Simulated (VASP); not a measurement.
A run of VASP 6.6.1 is set up as follows.

Contents of INCAR:

```
SYSTEM = ZnO
ALGO = Normal
EDIFF = 1E-7
ENCUT = 520
GGA = PS
ISIF = 2
ISMEAR = 0
LASPH = .TRUE.
LCHARG = .FALSE.
LREAL = .FALSE.
LWAVE = .FALSE.
NBANDS = 26
NELM = 100
PREC = Accurate
SIGMA = 0.05
```

Contents of KPOINTS:

```
k-points
0
G
  9 9 6
  0 0 0
```

File POSCAR:

```
ZnO
1.0
    3.1491219313      0.0000000000      0.0000000000
   -1.5745609656      2.7272195921      0.0000000000
    0.0000000000      0.0000000000      5.4898642628
Zn O
2 2
Direct
    0.3333333333      0.6666666667      0.0015754469
    0.6666666667      0.3333333333      0.5015754469
    0.3333333333      0.6666666667      0.4106854153
    0.6666666667      0.3333333333      0.9106854153
```

Potentials or basis: VASP PAW PBE potentials, release 64 (Zn, O).

The run is started by

```bash
$ cat potpaw_PBE.64/Zn/POTCAR potpaw_PBE.64/O/POTCAR > POTCAR
$ mpirun -np 1 vasp_std > vasp.out
```

(1) What does it give for the pressure?

(2) What does it give for the band gap on the k mesh?

(3) What does it give for the largest force?

## Answers

(1) 7.3 GPa.

(2) 0.64 eV, direct.

(3) 0.855 eV/Å.

Caveat: the PAW data sets were made with another functional, which shifts forces and pressure a little.
